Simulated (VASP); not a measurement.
# LiH (Fm-3m) in VASP: relaxation of cell and atoms with r2SCAN+rVV10

Aim: the relaxation of cell and atoms of LiH with r2SCAN+rVV10.

Everything below comes from runs of VASP 6.6.1. Logs are shortened: lines on timing, memory, paths and dates and some standing lists are left out, and cuts for length are marked.

## 1. The cell of the first run

It takes space group Fm-3m (No. 225, cubic). Conventional cell: a = 3.879 Å, b = 3.879 Å, c = 3.879 Å, α = 90.00°, β = 90.00°, γ = 90.00°. Li (site symmetry m-3m) has 6 H at 1.94 Å within 2.6 Å. H (site symmetry m-3m) has 6 Li at 1.94 Å within 2.6 Å.

## 2. Relaxation of cell and atoms, r2SCAN+rVV10

The input, POSCAR:

```
LiH
1.0
    0.0000000000      1.9397476883      1.9397476883
    1.9397476883      0.0000000000      1.9397476883
    1.9397476883      1.9397476883      0.0000000000
Li H
1 1
Direct
    0.0000000000      0.0000000000      0.0000000000
    0.5000000000      0.5000000000      0.5000000000
```

The input, INCAR.step1:

```
SYSTEM = LiH
PREC = Accurate
ENCUT = 600
ISMEAR = -1
SIGMA = 0.02
LREAL = .False.
LASPH = .True.
NELM = 80
GGA = PE
ALGO = Normal
EDIFF = 1E-4
LWAVE = .True.
LCHARG = .False.
```

The input, INCAR.step2:

```
SYSTEM = LiH
PREC = Accurate
ENCUT = 600
EDIFF = 1E-7
ISMEAR = -1
SIGMA = 0.02
LREAL = .False.
LASPH = .True.
NELM = 80
ALGO = Normal
ISIF = 3
LWAVE = .False.
LCHARG = .False.
METAGGA = R2SCAN
LMIXTAU = .True.
LUSE_VDW = .True.
IVDW_NL = 2
BPARAM = 11.95
CPARAM = 0.0093
IBRION = 2
NSW = 80
EDIFFG = -0.005
ISTART = 1
```

The input, KPOINTS:

```
Automatic mesh
0
Gamma
  10 10 10
  0 0 0
```

Potentials or basis: VASP PAW PBE potentials, release 64 (Li_sv, H).

On the command line:

```
$ cat potpaw_PBE.64/Li_sv/POTCAR potpaw_PBE.64/H/POTCAR > POTCAR
$ cp INCAR.step1 INCAR
$ mpirun -np 1 vasp_std > vasp.out
$ cp INCAR.step2 INCAR
$ mpirun -np 1 vasp_std > vasp.out
```

OUTCAR:

```text
SYSTEM = LiH
   PREC = Accurate
   ENCUT = 600
   EDIFF = 1E-7
   ISMEAR = -1
   LREAL = .False.
   LASPH = .True.
   NELM = 80
   ISIF = 3
   METAGGA = R2SCAN
   IVDW_NL = 2
   BPARAM = 11.95
   IBRION = 2
   NSW = 80
   EDIFFG = -0.005
   ISTART = 1

 ion  position               nearest neighbor table
   1  0.000  0.000  0.000-
   2  0.500  0.500  0.500-

  LATTYP: Found a face centered cubic cell.
 ALAT       =     3.8794953766

  Lattice vectors:

 A1 = (   0.0000000000,   1.9397476883,   1.9397476883)
 A2 = (   1.9397476883,   0.0000000000,   1.9397476883)
 A3 = (   1.9397476883,   1.9397476883,   0.0000000000)

Analysis of symmetry for initial positions (statically):
=====================================================================
 Subroutine PRICEL returns:
 Original cell was already a primitive cell.

 Routine SETGRP: Setting up the symmetry group for a
 face centered cubic supercell.

 Subroutine GETGRP returns: Found 48 space group operations
[... 9 lines left out ...]

 Routine SETGRP: Setting up the symmetry group for a
 face centered cubic supercell.

 Subroutine GETGRP returns: Found 48 space group operations
[... 11 lines left out ...]
                                     Primitive cell

  volume of cell :      14.5971

  direct lattice vectors                    reciprocal lattice vectors
     0.000000000  1.939747688  1.939747688    -0.257765483  0.257765483  0.257765483
     1.939747688  0.000000000  1.939747688     0.257765483 -0.257765483  0.257765483
     1.939747688  1.939747688  0.000000000     0.257765483  0.257765483 -0.257765483

  length of vectors
     2.743217488  2.743217488  2.743217488     0.446462913  0.446462913  0.446462913

  position of ions in fractional coordinates (direct lattice)
     0.000000000  0.000000000  0.000000000
     0.500000000  0.500000000  0.500000000

  ion indices of the primitive-cell ions
   primitive index   ion index
                 1           1
                 2           2

----------------------------------------------------------------------------------------

 KPOINTS: Automatic mesh

Automatic generation of k-mesh.
 Grid dimensions read from file:
 generate k-points for:   10   10   10

 Generating k-lattice:

  Cartesian coordinates                     Fractional coordinates (reciprocal lattice)
    -0.025776548  0.025776548  0.025776548     0.100000000  0.000000000  0.000000000
     0.025776548 -0.025776548  0.025776548     0.000000000  0.100000000  0.000000000
     0.025776548  0.025776548 -0.025776548     0.000000000  0.000000000  0.100000000

  Length of vectors
     0.044646291  0.044646291  0.044646291

  Shift w.r.t. Gamma in fractional coordinates (k-lattice)
     0.000000000  0.000000000  0.000000000

 Subroutine IBZKPT returns following result:
 ===========================================

 Found     47 irreducible k-points:

 Following reciprocal coordinates:
            Coordinates               Weight
  0.000000  0.000000  0.000000      1.000000
  0.100000  0.000000  0.000000      8.000000
  0.200000  0.000000  0.000000      8.000000
  0.300000  0.000000  0.000000      8.000000
  0.400000  0.000000  0.000000      8.000000
  0.500000  0.000000  0.000000      4.000000
[... 16 lines left out ...]
  0.300000  0.300000  0.000000      6.000000
  0.400000  0.300000  0.000000     24.000000
 [... further k-points ...]
   k-points           NKPTS =     47   k-points in BZ     NKDIM =     47   number of bands    NBANDS=      6
   number of dos      NEDOS =    301   number of ions     NIONS =      2
   total plane-waves  NPLWV =  13824
   dimension x,y,z NGX =    24 NGY =   24 NGZ =   24
   dimension x,y,z NGXF=    48 NGYF=   48 NGZF=   48
   ions per type =               1   1
   NGX,Y,Z   is equivalent  to a cutoff of  14.54, 14.54, 14.54 a.u.
   NGXF,Y,Z  is equivalent  to a cutoff of  29.09, 29.09, 29.09 a.u.
 SYSTEM =  LiH
   PREC   = accura    normal or accurate (medium, high low for compatibility)
   ISTART =      1    job   : 0-new  1-cont  2-samecut
   ICHARG =      0    charge: 1-file 2-atom 10-const
   ISPIN  =      1    spin polarized calculation?
   LNONCOLLINEAR =      F non collinear calculations
   LSORBIT =      F    spin-orbit coupling
   LASPH  =      T    aspherical Exc in radial PAW
   ENCUT  =  600.0 eV  44.10 Ry    6.64 a.u.   5.48  5.48  5.48*2*pi/ulx,y,z
   NELM   =     80;   NELMIN=  2; NELMDL=  0     # of ELM steps
   EDIFF  = 0.1E-06   stopping-criterion for ELM
   LREAL  =      F    real-space projection
   EDIFFG = -.5E-02   stopping-criterion for IOM
   NSW    =     80    number of steps for IOM
   IBRION =      2    ionic relax: 0-MD 1-quasi-New 2-CG
   NFREE  =      1    steps in history (QN), initial steepest desc. (CG)
   ISIF   =      3    stress and relaxation
   ISYM   =      2    0-nonsym 1-usesym 2-fastsym
   POTIM  = 0.5000    time-step for ionic-motion
   TEBEG  =    0.0;   TEEND  =   0.0 temperature during run
   PSTRESS=    0.0 pullay stress
   NELECT =       4.0000    total number of electrons
   NUPDOWN=      -1.0000    fix difference up-down
   EMIN   =  10.00;   EMAX   =-10.00  energy-range for DOS
   EFERMI =   0.00;   METHOD = LEGACY
   ISMEAR =    -1;   SIGMA  =   0.02  broadening in eV -4-tet -1-fermi 0-gaus
   EFERMI_NEDOS =   21; number of points for ismear=-14 and -15
   IALGO  =     38    algorithm
   IMIX   =      4    mixing-type and parameters
     AMIX     =   0.40;   BMIX     =  1.00
     AMIX_MAG =   1.60;   BMIX_MAG =  1.00
  volume/ion in A,a.u.               =       7.30        49.25
  Fermi-wavevector in a.u.,A,eV,Ry     =   1.063342  2.009425 15.384052  1.130696
  Thomas-Fermi vector in A             =   2.198823
   LORBIT       =      0    0 simple, 1 ext, 2 COOP (PROOUT), +10 PAW based schemes
   METAGGA = R2SCAN    functional components
   LHFCALC =     F    Hartree Fock is set to
   AEXX    =    0.0000 exact exchange contribution
   IVDW_NL    =     2    kernel type
   BPARAM     =11.9500
   IVDW    =     0    specifies the selected vdW correction
   LEPSILON=     F    determine dielectric tensor
   LRPA    =     F    only Hartree local field effects (RPA)
 conjugate gradient relaxation of ions
 non-spin polarized calculation
  energy-cutoff  :      600.00
  volume of cell :       14.60
 maximum number of plane-waves:       531
 NGX is ok and might be reduce to    24
   NGX = 11   NGY = 11   NGZ = 11

--------------------------------------- Ionic step        1  -------------------------------------------

 number of electron       4.0000003 magnetization

 Free energy of the ion-electron system (eV)
  ---------------------------------------------------
  ext. energy  EPLUGINS =         0.00000000
  ---------------------------------------------------
  free energy    TOTEN  =        -6.69742512 eV

  energy without entropy =       -6.69742512  energy(sigma->0) =       -6.69742512

------------------------ aborting loop because EDIFF is reached ----------------------------------------

  FORCE on cell =-STRESS in cart. coord.  units (eV):
  Direction    XX          YY          ZZ          XY          YZ          ZX
  --------------------------------------------------------------------------------------
  -------------------------------------------------------------------------------------
  Total        0.3202152      0.3202152      0.3202152     -0.0000000      0.0000000     -0.0000000
  in kB       35.1468850     35.1468850     35.1468850     -0.0000000      0.0000000     -0.0000000
  external PRESSURE =      35.1468850 kB  Pullay stress =       0.0000000 kB

 VOLUME and BASIS-vectors are now :
 -----------------------------------------------------------------------------
  energy-cutoff  :      600.00
  volume of cell :       14.60
      direct lattice vectors                 reciprocal lattice vectors
     0.000000000  1.939747688  1.939747688    -0.257765483  0.257765483  0.257765483
     1.939747688  0.000000000  1.939747688     0.257765483 -0.257765483  0.257765483
     1.939747688  1.939747688  0.000000000     0.257765483  0.257765483 -0.257765483
[... 145 lines left out ...]
 POSITION                                       TOTAL-FORCE (eV/Angst)
 -----------------------------------------------------------------------------------
      0.00000      0.00000      0.00000         0.000000      0.000000     -0.000000
      1.99464      1.99464      1.99464        -0.000000      0.000000      0.000000
 -----------------------------------------------------------------------------------
    total drift:                                0.000000     -0.000000     -0.000000

  FREE ENERGIE OF THE ION-ELECTRON SYSTEM (eV)
  ---------------------------------------------------
  free  energy   TOTEN  =        -6.7111109903 eV

  energy  without entropy=       -6.7111109903  energy(sigma->0) =       -6.71111099

--------------------------------------- Ionic step        6  -------------------------------------------

 number of electron       3.9999997 magnetization

 Free energy of the ion-electron system (eV)
  ---------------------------------------------------
  ext. energy  EPLUGINS =         0.00000000
  ---------------------------------------------------
  free energy    TOTEN  =        -6.71113135 eV

  energy without entropy =       -6.71113135  energy(sigma->0) =       -6.71113135

 E-fermi :   0.3126     XC(G=0):  -8.9105

 val. band max:       -0.0970633786   @ k =   0.5000   0.5000   0.0000
 cond. band min:       3.4362070092   @ k =   0.5000   0.5000   0.0000
 fundamental gap:      3.5332703878
 Fermi energy:         0.3125990178

 k-point     1 :       0.0000    0.0000    0.0000
  band No.  band energies     occupation
      1     -45.7754      2.00000
      2      -5.6293      2.00000
      3      17.7590      0.00000
      4      19.4669      0.00000
      5      19.4669      0.00000
      6      19.4674      0.00000

 k-point     2 :       0.1000    0.0000    0.0000
  band No.  band energies     occupation
      1     -45.7706      2.00000
      2      -5.4481      2.00000
      3      15.9353      0.00000
      4      18.4629      0.00000
      5      19.0072      0.00000
      6      19.0077      0.00000
[... 181 lines left out ...]
 k-point    23 :       0.3000    0.3000    0.0000
  band No.  band energies     occupation
      1     -45.7335      2.00000
      2      -3.3341      2.00000
      3       9.2857      0.00000
      4      13.2337      0.00000
      5      13.2339      0.00000
      6      16.5710      0.00000

 k-point    24 :       0.4000    0.3000    0.0000
  band No.  band energies     occupation
      1     -45.7240      2.00000
      2      -2.4201      2.00000
      3       7.2793      0.00000
      4      11.3623      0.00000
      5      12.7634      0.00000
      6      17.4944      0.00000

 [... further k-points ...]
[... 5 lines left out ...]
  --------------------------------------------------------------------------------------
  -------------------------------------------------------------------------------------
  Total       -0.0012445     -0.0012445     -0.0012445      0.0000000      0.0000000      0.0000000
  in kB       -0.1260707     -0.1260707     -0.1260707      0.0000000      0.0000000      0.0000000
  external PRESSURE =      -0.1260707 kB  Pullay stress =       0.0000000 kB

 VOLUME and BASIS-vectors are now :
 -----------------------------------------------------------------------------
  energy-cutoff  :      600.00
  volume of cell :       15.82
      direct lattice vectors                 reciprocal lattice vectors
     0.000000000  1.992310803  1.992310803    -0.250964859  0.250964859  0.250964859
     1.992310803  0.000000000  1.992310803     0.250964859 -0.250964859  0.250964859
     1.992310803  1.992310803 -0.000000000     0.250964859  0.250964859 -0.250964859

 POSITION                                       TOTAL-FORCE (eV/Angst)
 -----------------------------------------------------------------------------------
      0.00000      0.00000      0.00000         0.000000     -0.000000     -0.000000
      1.99231      1.99231      1.99231        -0.000000      0.000000      0.000000
 -----------------------------------------------------------------------------------
    total drift:                                0.000000     -0.000000     -0.000000

  FREE ENERGIE OF THE ION-ELECTRON SYSTEM (eV)
  ---------------------------------------------------
  free  energy   TOTEN  =        -6.7111313454 eV

  energy  without entropy=       -6.7111313454  energy(sigma->0) =       -6.71113135

 reached required accuracy - stopping structural energy minimisation
```

Run time: 5.3 min. Hardware: 1 thread of AMD EPYC 7R43 (Zen 3), shared host; peak memory 0.17 GiB.

What came out:

```yaml
Free_energy: -6.7111 eV
Relaxed_volume: 7.91 Å³/atom
Relaxed_cell: a = 2.818 Å, b = 2.818 Å, c = 2.818 Å, α = 60.00°, β = 60.00°, γ = 60.00°
Space_group_after_relaxing_to_0.05_Å: Fm-3m (No. 225)
Energy_gained_by_relaxing: 6.9 meV/atom
Ionic_steps: 6
Pressure_after_relaxing: 0.0 GPa
Band_gap_on_the_k_mesh: 3.53 eV, direct
```

The path:
| step | energy change (eV) | largest force (eV/Å) | pressure (GPa) | volume (Å³) |
| --- | --- | --- | --- | --- |
| 1 | 0.0000 | 0.0000 | 3.51 | 14.60 |
| 2 | -0.0066 | 0.0000 | 2.58 | 14.94 |
| 3 | -0.0126 | 0.0000 | 0.98 | 15.45 |
| 4 | -0.0104 | 0.0000 | -1.34 | 16.50 |
| 5 | -0.0137 | 0.0000 | -0.14 | 15.87 |
| 6 | -0.0137 | 0.0000 | -0.01 | 15.82 |

Final structure:
```
Li H
1.0
     0.00000    1.99231    1.99231
     1.99231    0.00000    1.99231
     1.99231    1.99231    0.00000
Li H
1 1
Cartesian
  0.0000 0.0000 0.0000
  1.9923 1.9923 1.9923
```

Caveat: the cutoff is under 1.25 times the usual one of these potentials, so pressure, stress and relaxed cells hold a basis-set (Pulay) error; the PAW data sets were made with another functional, which shifts forces and pressure a little. A k mesh can miss the band edges.
